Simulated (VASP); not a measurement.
# Cu in VASP: single point with PBE

Aim: the single point of Cu with PBE.

Everything below comes from runs of VASP 6.6.1. Logs are shortened: lines on timing, memory, paths and dates and some standing lists are left out, and cuts for length are marked.

### Step 1. The cell of the first run

The cell holds a slab with vacuum, 7 atoms: a = 2.534 Å, b = 2.534 Å, c = 27.338 Å, α = 90.00°, β = 90.00°, γ = 120.00°.

### Step 2. Single point, PBE

Input file INCAR:

```
SYSTEM = Cu
  PREC = Accurate
  ENCUT = 520
  EDIFF = 1E-6
  ISMEAR = -1
  SIGMA = 0.05
  LREAL = .False.
  LASPH = .True.
  NELM = 100
  ALGO = Normal
  ISIF = 2
  LWAVE = .False.
  LCHARG = .True.
  LDIPOL = .True.
  IDIPOL = 3
  DIPOL = 0.5 0.5 0.500
  GGA = PE
  LELF = .True.
  LVHAR = .True.
  LVACPOTAV = .True.
  NBANDS = 48
```

Input file KPOINTS:

```
Automatic mesh
0
Gamma
  12 12 1
  0 0 0
```

Input file POSCAR:

```
Cu
1.0
    2.5340966698      0.0000000000      0.0000000000
   -1.2670483349      2.1945920917      0.0000000000
    0.0000000000      0.0000000000     27.3377130000
Cu
7
Direct
    0.6666666700      0.3333333400      0.2743462849
    0.3333333300      0.6666666600      0.3495641900
    0.6666666700      0.3333333400      0.4247820950
    0.3333333300      0.6666666600      0.5000000000
    0.6666666700      0.3333333400      0.5752179050
    0.3333333300      0.6666666600      0.6504358100
    0.6666666700      0.3333333400      0.7256537151
```

Potentials or basis: VASP PAW PBE potentials, release 64 (Cu).

Run with:

```
$ cat potpaw_PBE.64/Cu/POTCAR > POTCAR
$ mpirun -np 1 vasp_std > vasp.out
```

OUTCAR:

```text
SYSTEM = Cu
   PREC = Accurate
   ENCUT = 520
   EDIFF = 1E-6
   ISMEAR = -1
   LREAL = .False.
   LASPH = .True.
   NELM = 100
   ISIF = 2
   GGA = PE

 ion  position               nearest neighbor table
   1  0.667  0.333  0.274-   2 2.52   2 2.52   2 2.52
   2  0.333  0.667  0.350-   3 2.52   3 2.52   1 2.52   1 2.52   3 2.52   1 2.52
   3  0.667  0.333  0.425-   2 2.52   2 2.52   4 2.52   4 2.52   2 2.52   4 2.52
   4  0.333  0.667  0.500-   3 2.52   5 2.52   3 2.52   5 2.52   3 2.52   5 2.52
   5  0.667  0.333  0.575-   6 2.52   6 2.52   4 2.52   4 2.52   6 2.52   4 2.52
   6  0.333  0.667  0.650-   5 2.52   5 2.52   7 2.52   7 2.52   5 2.52   7 2.52
   7  0.667  0.333  0.726-   6 2.52   6 2.52   6 2.52

  LATTYP: Found a hexagonal cell.
 ALAT       =     2.5340966698
 C/A-ratio  =    10.7879519064

  Lattice vectors:

 A1 = (   2.5340966698,   0.0000000000,   0.0000000000)
 A2 = (  -1.2670483349,   2.1945920917,   0.0000000000)
 A3 = (   0.0000000000,   0.0000000000,  27.3377130000)

Analysis of symmetry for initial positions (statically):
=====================================================================
 Subroutine PRICEL returns:
 Original cell was already a primitive cell.

 Routine SETGRP: Setting up the symmetry group for a
 hexagonal supercell.

 Subroutine GETGRP returns: Found 12 space group operations
 (whereof 12 operations were pure point group operations)
 out of a pool of 24 trial point group operations.

The static configuration has the point symmetry D_3h.

Analysis of symmetry for dynamics (positions and initial velocities):
=====================================================================
 Subroutine PRICEL returns:
 Original cell was already a primitive cell.

 Routine SETGRP: Setting up the symmetry group for a
 hexagonal supercell.

 Subroutine GETGRP returns: Found 12 space group operations
 (whereof 12 operations were pure point group operations)
 out of a pool of 24 trial point group operations.

The dynamic configuration has the point symmetry D_3h.

 Subroutine INISYM returns: Found 12 space group operations
 (whereof 12 operations are pure point group operations),
 and found     1 'primitive' translations

----------------------------------------------------------------------------------------

                                     Primitive cell

  volume of cell :     152.0335

  direct lattice vectors                    reciprocal lattice vectors
     2.534096670  0.000000000  0.000000000     0.394617937  0.227832772  0.000000000
    -1.267048335  2.194592092  0.000000000     0.000000000  0.455665544  0.000000000
     0.000000000  0.000000000 27.337713000     0.000000000  0.000000000  0.036579505

  length of vectors
     2.534096670  2.534096670 27.337713000     0.455665544  0.455665544  0.036579505

  position of ions in fractional coordinates (direct lattice)
     0.666666670  0.333333340  0.274346285
     0.333333330  0.666666660  0.349564190
     0.666666670  0.333333340  0.424782095
     0.333333330  0.666666660  0.500000000
     0.666666670  0.333333340  0.575217905
     0.333333330  0.666666660  0.650435810
     0.666666670  0.333333340  0.725653715

  ion indices of the primitive-cell ions
   primitive index   ion index
                 1           1
                 2           2
                 3           3
                 4           4
                 5           5
                 6           6
                 7           7

----------------------------------------------------------------------------------------

 KPOINTS: Automatic mesh

Automatic generation of k-mesh.
 Grid dimensions read from file:
 generate k-points for:   12   12    1

 Generating k-lattice:

  Cartesian coordinates                     Fractional coordinates (reciprocal lattice)
     0.032884828  0.018986064  0.000000000     0.083333333 -0.000000000  0.000000000
     0.000000000  0.037972129  0.000000000     0.000000000  0.083333333  0.000000000
     0.000000000  0.000000000  0.036579505     0.000000000  0.000000000  1.000000000

  Length of vectors
     0.037972129  0.037972129  0.036579505

  Shift w.r.t. Gamma in fractional coordinates (k-lattice)
     0.000000000  0.000000000  0.000000000

 Subroutine IBZKPT returns following result:
 ===========================================

 Found     19 irreducible k-points:

 Following reciprocal coordinates:
            Coordinates               Weight
  0.000000  0.000000  0.000000      1.000000
  0.083333  0.000000  0.000000      6.000000
  0.166667 -0.000000  0.000000      6.000000
  0.250000  0.000000  0.000000      6.000000
  0.333333 -0.000000  0.000000      6.000000
  0.416667  0.000000  0.000000      6.000000
[... 11 lines left out ...]
  0.333333  0.250000  0.000000     12.000000
  0.333333  0.333333  0.000000      2.000000
   k-points           NKPTS =     19   k-points in BZ     NKDIM =     19   number of bands    NBANDS=     48
   number of dos      NEDOS =    301   number of ions     NIONS =      7
   total plane-waves  NPLWV =  84000
   dimension x,y,z NGX =    20 NGY =   20 NGZ =  210
   dimension x,y,z NGXF=    40 NGYF=   40 NGZF=  420
   ions per type =               7
   NGX,Y,Z   is equivalent  to a cutoff of  13.12, 13.12, 12.77 a.u.
   NGXF,Y,Z  is equivalent  to a cutoff of  26.24, 26.24, 25.54 a.u.
 SYSTEM =  Cu
   PREC   = accura    normal or accurate (medium, high low for compatibility)
   ISTART =      0    job   : 0-new  1-cont  2-samecut
   ICHARG =      2    charge: 1-file 2-atom 10-const
   ISPIN  =      1    spin polarized calculation?
   LNONCOLLINEAR =      F non collinear calculations
   LSORBIT =      F    spin-orbit coupling
   LASPH  =      T    aspherical Exc in radial PAW
   ENCUT  =  520.0 eV  38.22 Ry    6.18 a.u.   4.71  4.71 50.83*2*pi/ulx,y,z
   NELM   =    100;   NELMIN=  2; NELMDL= -5     # of ELM steps
   EDIFF  = 0.1E-05   stopping-criterion for ELM
   LREAL  =      F    real-space projection
   EDIFFG = 0.1E-04   stopping-criterion for IOM
   NSW    =      0    number of steps for IOM
   IBRION =     -1    ionic relax: 0-MD 1-quasi-New 2-CG
   NFREE  =      0    steps in history (QN), initial steepest desc. (CG)
   ISIF   =      2    stress and relaxation
   ISYM   =      2    0-nonsym 1-usesym 2-fastsym
   POTIM  = 0.5000    time-step for ionic-motion
   TEBEG  =    0.0;   TEEND  =   0.0 temperature during run
   PSTRESS=    0.0 pullay stress
   NELECT =      77.0000    total number of electrons
   NUPDOWN=      -1.0000    fix difference up-down
   EMIN   =  10.00;   EMAX   =-10.00  energy-range for DOS
   EFERMI =   0.00;   METHOD = LEGACY
   ISMEAR =    -1;   SIGMA  =   0.05  broadening in eV -4-tet -1-fermi 0-gaus
   EFERMI_NEDOS =   21; number of points for ismear=-14 and -15
   IALGO  =     38    algorithm
   IMIX   =      4    mixing-type and parameters
     AMIX     =   0.40;   BMIX     =  1.00
     AMIX_MAG =   1.60;   BMIX_MAG =  1.00
  volume/ion in A,a.u.               =      21.72       146.57
  Fermi-wavevector in a.u.,A,eV,Ry     =   1.304944  2.465987 23.169088  1.702880
  Thomas-Fermi vector in A             =   2.435846
   LORBIT       =      0    0 simple, 1 ext, 2 COOP (PROOUT), +10 PAW based schemes
   GGA     = PE    functional components
   LHFCALC =     F    Hartree Fock is set to
   AEXX    =    0.0000 exact exchange contribution
   IVDW    =     0    specifies the selected vdW correction
   LEPSILON=     F    determine dielectric tensor
   LRPA    =     F    only Hartree local field effects (RPA)
 non-spin polarized calculation
  energy-cutoff  :      520.00
  volume of cell :      152.03
 maximum number of plane-waves:      4133
 NGX is ok and might be reduce to    20
   NGX =  9   NGY =  9   NGZ =101

 number of electron      76.9999961 magnetization

 dipolmoment           0.000000      0.000000     -0.000000 electrons x Angstroem

 Free energy of the ion-electron system (eV)
  ---------------------------------------------------
  ext. energy  EPLUGINS =         0.00000000
  ---------------------------------------------------
  free energy    TOTEN  =       -25.06110459 eV

  energy without entropy =      -25.03042773  energy(sigma->0) =      -25.04576616

 E-fermi :   1.9423     XC(G=0):  -7.4807

 val. band max:        1.9320729203   @ k =   0.3333   0.1667   0.0000
 cond. band min:       1.9481961952   @ k =   0.5000   0.0000   0.0000
 fundamental gap:      0.0161232749
 Fermi energy:         1.9422561345

 k-point     1 :       0.0000    0.0000    0.0000
  band No.  band energies     occupation
      1      -7.4029      2.00000
      2      -6.9208      2.00000
      3      -6.1378      2.00000
      4      -5.1094      2.00000
      5      -4.1118      2.00000
      6      -3.4568      2.00000
[... 40 lines left out ...]
     47       8.0817      0.00000
     48       8.5485      0.00000

 k-point     2 :       0.0833    0.0000    0.0000
  band No.  band energies     occupation
      1      -7.1755      2.00000
      2      -6.6974      2.00000
      3      -5.9216      2.00000
      4      -4.9043      2.00000
      5      -3.9208      2.00000
      6      -3.2895      2.00000
[... 40 lines left out ...]
     47       8.2845      0.00000
     48       8.7309      0.00000

 k-point     3 :       0.1667   -0.0000    0.0000
  band No.  band energies     occupation
      1      -6.5104      2.00000
      2      -6.0475      2.00000
      3      -5.3001      2.00000
      4      -4.3299      2.00000
      5      -3.4050      2.00000
      6      -2.8500      2.00000
[... 805 lines left out ...]
     47       8.9999      0.00000
     48       9.0210      0.00000

 k-point    19 :       0.3333    0.3333    0.0000
  band No.  band energies     occupation
      1      -2.2514      2.00000
      2      -2.1522      2.00000
      3      -2.1261      2.00000
      4      -2.1170      2.00000
      5      -2.0813      2.00000
      6      -2.0509      2.00000
[... 40 lines left out ...]
     47       8.8722      0.00000
     48       9.0892      0.00000

------------------------ aborting loop because EDIFF is reached ----------------------------------------

  FORCE on cell =-STRESS in cart. coord.  units (eV):
  Direction    XX          YY          ZZ          XY          YZ          ZX
  --------------------------------------------------------------------------------------
  -------------------------------------------------------------------------------------
  Total        2.2816727      2.2816727      3.1956979      0.0000000      0.0000000      0.0000000
  in kB       24.0449988     24.0449988     33.6772894      0.0000000      0.0000000      0.0000000
  external PRESSURE =      27.2557624 kB  Pullay stress =       0.0000000 kB

 VOLUME and BASIS-vectors are now :
 -----------------------------------------------------------------------------
  energy-cutoff  :      520.00
  volume of cell :      152.03
      direct lattice vectors                 reciprocal lattice vectors
     2.534096670  0.000000000  0.000000000     0.394617937  0.227832772  0.000000000
    -1.267048335  2.194592092  0.000000000     0.000000000  0.455665544  0.000000000
     0.000000000  0.000000000 27.337713000     0.000000000  0.000000000  0.036579505

 POSITION                                       TOTAL-FORCE (eV/Angst)
 -----------------------------------------------------------------------------------
      1.26705      0.73153      7.50000        -0.000000     -0.000000     -0.237235
      0.00000      1.46306      9.55629        -0.000000     -0.000000     -0.020897
      1.26705      0.73153     11.61257         0.000000      0.000000     -0.035969
      0.00000      1.46306     13.66886         0.000000     -0.000000     -0.000000
      1.26705      0.73153     15.72514         0.000000      0.000000      0.035969
      0.00000      1.46306     17.78143        -0.000000     -0.000000      0.020897
      1.26705      0.73153     19.83771         0.000000     -0.000000      0.237235
 -----------------------------------------------------------------------------------
    total drift:                               -0.000002     -0.000001     -0.000000

  FREE ENERGIE OF THE ION-ELECTRON SYSTEM (eV)
  ---------------------------------------------------
  free  energy   TOTEN  =       -25.0611045931 eV

  energy  without entropy=      -25.0304277292  energy(sigma->0) =      -25.04576616

 vacuum level on the upper side and lower side of the slab         6.742         6.742
```

It took 8.6 min on 1 thread of Intel Xeon 8259CL, shared host; peak memory 0.33 GiB.

Results:

| Property | Result |
| --- | --- |
| Free energy | -25.0611 eV |
| Largest force | 0.237 eV/Å |
| Band gap on the k mesh | zero (an odd number of electrons rules out a gap without spin polarisation) |

Forces on the atoms (eV/Å):
```
Cu   0.000  0.000 -0.237
Cu   0.000  0.000 -0.021
Cu   0.000  0.000 -0.036
Cu   0.000  0.000  0.000
Cu   0.000  0.000  0.036
Cu   0.000  0.000  0.021
Cu   0.000  0.000  0.237
```

Levels at points of the mesh, in eV from the Fermi level:
```csv
k point,band 37,band 38,band 39,band 40,band 41,band 42
"(0.00, 0.00, 0.00)",-1.72,-1.65,-1.65,-1.65,-1.65,-0.76
"(0.50, 0.00, 0.00)",0.01,0.25,0.78,1.29,1.58,1.68
```
